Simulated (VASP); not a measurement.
Write the native input for VASP 6.6.1 that does the following.

- Task: single point
- Functional: PBE
- Potentials or basis: VASP PAW PBE potentials, release 64 (Li_sv, H, O)
- Cutoff: 520 eV
- k mesh: 2 × 2 × 2, shifted
- Occupations: gaussian, width 0.01 eV
- Spin: no spin polarisation
- Dipole correction: no
- Further INCAR settings: LREAL = Auto; ALGO = Normal; EDIFF = 1e-07; NBANDS = 57

The structure of Li16H16O (a cell with a defect) lies in POSCAR:

```
Li16H16O
1.0
   -4.0071000518      4.0071000518     -4.0071000518
    4.0071000518     -4.0071000518     -4.0071000518
   -4.0071000518     -4.0071000518      4.0071000518
Li H O
16 16 1
Direct
    0.0045345659      0.2591297193      0.7500000000
    0.7500000000      0.2591297193      1.0045345659
    0.4954048466      0.2408702807      0.2408702807
    0.2591297193      0.0045345659      0.7500000000
    0.2408702807      0.2408702807      0.4954048466
    1.0095808221      1.0095808221      1.0095808221
    0.7500000000      0.0045345659      0.2591297193
    0.4904191779      0.7500000000      0.7500000000
    0.4954654341      0.0045951534      0.4954654341
    0.2591297193      0.7500000000      1.0045345659
    0.0045345659      0.7500000000      0.2591297193
    0.7500000000      0.4904191779      0.7500000000
    0.7500000000      0.7500000000      0.4904191779
    0.4954654341      0.4954654341      1.0045951534
    0.2408702807      0.4954048466      0.2408702807
    0.0045951534      0.4954654341      0.4954654341
    0.7500000000      0.2527050085      0.4944599487
    0.4944599487      0.2527050085      0.7500000000
    0.2472949915      0.2472949915     -0.0082450598
    0.0055400513      0.0055400513      0.5082450598
   -0.0082450598      0.2472949915      0.2472949915
    0.7500000000      0.0680298620      0.7500000000
    0.5082450598      0.0055400513      0.0055400513
    0.2527050085      0.7500000000      0.4944599487
    0.2472949915     -0.0082450598      0.2472949915
    0.0680298620      0.7500000000      0.7500000000
    0.7500000000      0.7500000000      0.0680298620
    0.4319701380      0.4319701380      0.4319701380
    0.4944599487      0.7500000000      0.2527050085
    0.2527050085      0.4944599487      0.7500000000
    0.0055400513      0.5082450598      0.0055400513
    0.7500000000      0.4944599487      0.2527050085
    0.7500000000      0.7500000000      0.7500000000
```

This cell differs from its parent crystal: with an interstitial atom, then relaxed in part.

One way to write it, as run:

INCAR

```
PREC = Accurate
ENCUT = 520
EDIFF = 1E-7
ISMEAR = 0
SIGMA = 0.01
LREAL = Auto
LASPH = True
NELM = 100
ALGO = Normal
ISIF = 2
LWAVE = False
LCHARG = False
GGA = PE
NBANDS = 57
```

KPOINTS

```
Automatic mesh
0
Gamma
  2 2 2
  0.5 0.5 0.5
```

Potentials or basis: VASP PAW PBE potentials, release 64 (Li_sv, H, O).

Run with:

```console
$ cat potpaw_PBE.64/Li_sv/POTCAR potpaw_PBE.64/H/POTCAR potpaw_PBE.64/O/POTCAR > POTCAR
$ mpirun -np 1 vasp_std > vasp.out
```

Results of the run:

```
Largest force          : 0.024 eV/Å
Band gap on the k mesh : zero (bands 35 and 36 overlap by 0.37 eV)
```

Caveat: the k points lie up to 0.55 Å⁻¹ apart; the cell differs from its parent crystal (with an interstitial atom, then relaxed in part).

Wall time 43 s on 1 thread of Intel(R) Xeon(R) 6975P-C (Granite Rapids), with other jobs on the host, peak memory 0.37 GiB.
